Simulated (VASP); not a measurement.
# BP: single point with LDA

BP:

```
CELL_PARAMETERS angstrom
0.00000 2.24586 2.24586
2.24586 0.00000 2.24586
2.24586 2.24586 0.00000
ATOMIC_POSITIONS crystal
B 0.00000 0.00000 0.00000
P 0.25000 0.25000 0.25000
```

| Quantity | Value |
| --- | --- |
| Program | VASP 6.6.1 |
| Task | single point |
| Functional | LDA |
| Potentials or basis | VASP PAW LDA potentials, release 64 (B, P) |
| Cutoff | 500 eV |
| k mesh | 6 × 6 × 6 |
| Occupations | gaussian, width 0.05 eV |
| Spin | no spin polarisation |

| Item | Value |
| --- | --- |
| Pressure | -0.1 GPa |
| Band gap on the k mesh | 1.24 eV, indirect (least direct gap 3.42 eV) |

Levels at points of the mesh, in eV from the valence-band top:
| k point | band 1 | band 2 | band 3 | band 4 | band 5 | band 6 | band 7 | band 8 | band 9 |
| --- | --- | --- | --- | --- | --- | --- | --- | --- | --- |
| (0.00, 0.00, 0.00) | -15.67 | 0.00 | 0.00 | 0.00 | 3.42 | 3.42 | 3.42 | 7.84 | 11.47 |
| (0.50, 0.00, 0.00) | -12.22 | -9.23 | -1.79 | -1.79 | 3.97 | 4.70 | 4.70 | 10.03 | 14.77 |
| (0.50, 0.50, 0.00) | -10.67 | -8.64 | -4.22 | -4.22 | 1.24 | 1.52 | 12.29 | 12.29 | 15.35 |

Wall time 4.3 s on 1 thread of Intel(R) Xeon(R) Platinum 8375C CPU @ 2.90GHz (Ice Lake) (shared host), peak memory 0.12 GiB.

A k mesh can miss the band edges. A hybrid or GW would open this gap; LDA tends to underestimate it.
